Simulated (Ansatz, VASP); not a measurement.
**AsSe4: VASP beside Ansatz**

```
As Se
1.0
     4.03538   -4.23743    0.00000
     4.03538    4.23743    0.00000
     0.00000    0.00000    3.62365
As Se
1 4
Direct
  0.00000 0.00000 0.00000
  0.81060 0.18940 0.50000
  0.18940 0.81060 0.50000
  0.28520 0.28520 0.00000
  0.71480 0.71480 0.00000
```

Change from the starting cell: species swapped into the OsCl4 type (Cmmm, No. 65).

Alike in both runs: task relaxation of cell and atoms; functional PBE; k mesh 4 × 4 × 6; occupations gaussian, width 0.1 eV; no spin polarisation.

```csv
,VASP,Ansatz
version,VASP 6.6.1,Ansatz 0.2.0
potentials or method,"VASP PAW PBE potentials, release 64 (As, Se), cutoff 600 eV","scalar-relativistic, plane waves, PAW"
valence electrons in the cell,29,79
```

|  | VASP | Ansatz | Ansatz less VASP |
| --- | --- | --- | --- |
| gap on the k mesh at the Fermi level, each at its own relaxed structure (eV) | none | none | - |
| relaxed volume (Å³/atom) | 23.05 | 22.90 | -0.149 |
| relaxed cell length with the largest relative difference (Å) | 3.928 | 3.858 | -0.0702 |

A gap of «none» marks a metal or a gap that the smearing closes. VASP's potentials hold 29 valence electrons a cell and Ansatz's 79, so a difference there can come from the potentials and not from the codes.
